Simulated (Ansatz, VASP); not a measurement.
**Two plane-wave programs on Ru2W**

```
Ru W
1.0
     4.32023    0.00000    0.00000
    -2.16011    3.74142    0.00000
     0.00000    0.00000    2.74127
Ru W
2 1
Direct
  0.33333 0.66667 0.50000
  0.66667 0.33333 0.50000
  0.00000 0.00000 0.00000
```

Alike in both runs: functional PBE; k mesh 6 × 6 × 6; occupations gaussian, width 0.1 eV; no spin polarisation.

Ansatz relaxed the structure, and its values are those at the end. VASP's run is a single point on that final structure, the one shown.

|  | VASP | Ansatz |
| --- | --- | --- |
| version | VASP 6.6.1 | Ansatz 0.2.0 |
| potentials or method | VASP PAW PBE potentials, release 64 (Ru_pv, W_sv), cutoff 520 eV | scalar-relativistic, plane waves, PAW |
| valence electrons in the cell | 42 | 46 |

VASP gave:

```
gap on the k mesh at the Fermi level (eV) : none
pressure (GPa)                            : 0.4
```

Q: Estimate Ansatz's values.

A: gap on the k mesh at the Fermi level (eV): none; pressure (GPa): 0.2.

A gap of «none» marks a metal or a gap that the smearing closes. VASP's potentials hold 42 valence electrons a cell and Ansatz's 46, so a difference there can come from the potentials and not from the codes.

The k mesh is coarse, so the values compare programs but aren't converged. Spin-orbit coupling is off throughout.
